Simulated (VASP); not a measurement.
**SbMo: single point with r2SCAN**

Crystal: SbMo.

```xyz
2
Lattice="0.0000 2.7485 2.7485 2.7485 0.0000 2.7485 2.7485 2.7485 0.0000" Properties=species:S:1:pos:R:3 pbc="T T T"
Mo    2.7485    2.7485    2.7485
Sb    0.0000    0.0000    0.0000
```

* Program: VASP 6.6.1
* Task: single point
* Functional: r2SCAN
* Potentials or basis: VASP PAW PBE potentials, release 64 (Mo_sv, Sb)
* Cutoff: 520 eV
* k mesh: 10 × 10 × 10
* Occupations: gaussian, width 0.05 eV
* Spin: no spin polarisation
* Dipole correction: no
* Further INCAR settings: ALGO = Normal; EDIFF = 1e-06; NBANDS = 16

```json
{
  "Pressure": "0.1 GPa"
}
```

Levels at points of the mesh, in eV from the Fermi level:
| k point | band 7 | band 8 | band 9 | band 10 | band 11 | band 12 | band 13 | band 14 |
| --- | --- | --- | --- | --- | --- | --- | --- | --- |
| (0.00, 0.00, 0.00) | -1.50 | -1.50 | -1.09 | -1.09 | 1.16 | 1.16 | 1.16 | 7.45 |
| (0.50, 0.00, 0.00) | -3.92 | -3.92 | -0.04 | -0.04 | 0.74 | 4.34 | 6.56 | 6.56 |
| (0.50, 0.50, 0.00) | -2.83 | -1.52 | -1.52 | -0.38 | 0.53 | 0.53 | 1.62 | 4.33 |

Run time: 56 s on 1 thread of Intel(R) Xeon(R) 6975P-C (Granite Rapids), with other jobs on the host, peak memory 0.19 GiB.

Caveat: the PAW data sets were made with another functional, which shifts forces and pressure a little; spin-orbit coupling is left out, which moves the levels of the heavy elements.
